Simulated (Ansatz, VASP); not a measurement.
## BeTe: VASP beside Ansatz

File POSCAR:

```
BeTe
1.0
    0.0000000000      2.8286236224      2.8286236224
    2.8936819657      0.0000000000      2.8286236224
    2.8936819657      2.8286236224      0.0000000000
Be Te
1 1
Direct
    0.0000000000      0.0000000000      0.0000000000
    0.2500000000      0.2500000000      0.2500000000
```

The input INCAR.step1:

```
SYSTEM = BeTe
ALGO     = Normal         ! electronic algorithm
EDIFF    = 1E-5           ! SCF threshold, eV
ENCUT    = 520            ! plane-wave cutoff, eV
GGA      = PE             ! functional
ISIF     = 2              ! what is computed and relaxed
ISMEAR   = 0              ! smearing method
LASPH    = .TRUE.         ! aspherical terms in the spheres
LCHARG   = .FALSE.        ! write CHGCAR
LREAL    = .FALSE.        ! projectors in reciprocal space
LWAVE    = .TRUE.         ! write WAVECAR
NBANDS   = 11             ! bands
NELM     = 60             ! most SCF steps
PREC     = Accurate       ! precision mode
SIGMA    = 0.01           ! smearing width, eV
```

INCAR.step2

```
SYSTEM = BeTe
ALGO     = Normal         ! electronic algorithm
EDIFF    = 1E-6           ! SCF threshold, eV
ENCUT    = 520            ! plane-wave cutoff, eV
GGA      = PE             ! functional
HFSCREEN = 0.2079         ! screening, 1/A
ISIF     = 2              ! what is computed and relaxed
ISMEAR   = 0              ! smearing method
ISTART   = 1            
LASPH    = .TRUE.         ! aspherical terms in the spheres
LCHARG   = .FALSE.        ! write CHGCAR
LHFCALC  = .TRUE.         ! exact exchange
LREAL    = .FALSE.        ! projectors in reciprocal space
LWAVE    = .FALSE.        ! write WAVECAR
NBANDS   = 11             ! bands
NELM     = 60             ! most SCF steps
PREC     = Accurate       ! precision mode
PRECFOCK = Normal       
SIGMA    = 0.01           ! smearing width, eV
```

The input KPOINTS:

```
k-points
0
G
  6 6 6
  0 0 0
```

Input for Ansatz:

```yaml
crystal:
  lattice:
    - [0.0, 2.8286236224, 2.8286236224]
    - [2.8936819657, 0.0, 2.8286236224]
    - [2.8936819657, 2.8286236224, 0.0]
  atoms:
    - { symbol: Be, position: [0.0, 0.0, 0.0] }
    - { symbol: Te, position: [0.25, 0.25, 0.25] }
kpoints:
  mp_grid: { grid: [6, 6, 6] }
  band_path:
    path:
      - [0.0, 0.0, 0.0]
      - [-0.5, -0.5, 0.0]
      - [-0.375, -0.375, 0.25]
      - [-0.375, 0.0, 0.375]
      - [0.0, 0.0, 0.5]
      - [-0.5, -0.25, 0.25]
    npoints: 1
hamiltonian:
  xc: hse06
scf:
  occupations: { method: fixed }
  n_extra_bands: 4
output:
  forces: true
  stress: true
  eigenvalues: true
```

Change from the starting cell: uniaxial_x strain +2.3%.

Alike in both runs: task single point; functional HSE06; k mesh 6 × 6 × 6; no spin polarisation.

|  | VASP | Ansatz |
| --- | --- | --- |
| version | VASP 6.6.1 | Ansatz 0.2.0 |
| potentials or method | VASP PAW PBE potentials, release 64 (Be, Te) | plane waves, PAW |
| plane-wave cutoff (eV) | 520 | 420 |
| occupations | gaussian, width 0.01 eV | fixed |
| valence electrons in the cell | 8 | 18 |

Ansatz gave:

```
gap on the k mesh at the Fermi level (eV)                     : 2.66
pressure (GPa)                                                : -2.1
traceless stress, the component that is largest in VASP (GPa) : -1.00
```

Q: Which values does VASP return?

A: gap on the k mesh at the Fermi level (eV): 2.64; pressure (GPa): -2.2; traceless stress, the component that is largest in VASP (GPa): -1.00.

VASP's potentials hold 8 valence electrons a cell and Ansatz's 18, so a difference there can come from the potentials and not from the codes. Ansatz's warnings: stress exchange threshold loose, stress scf threshold loose.

Spin-orbit coupling is off throughout.
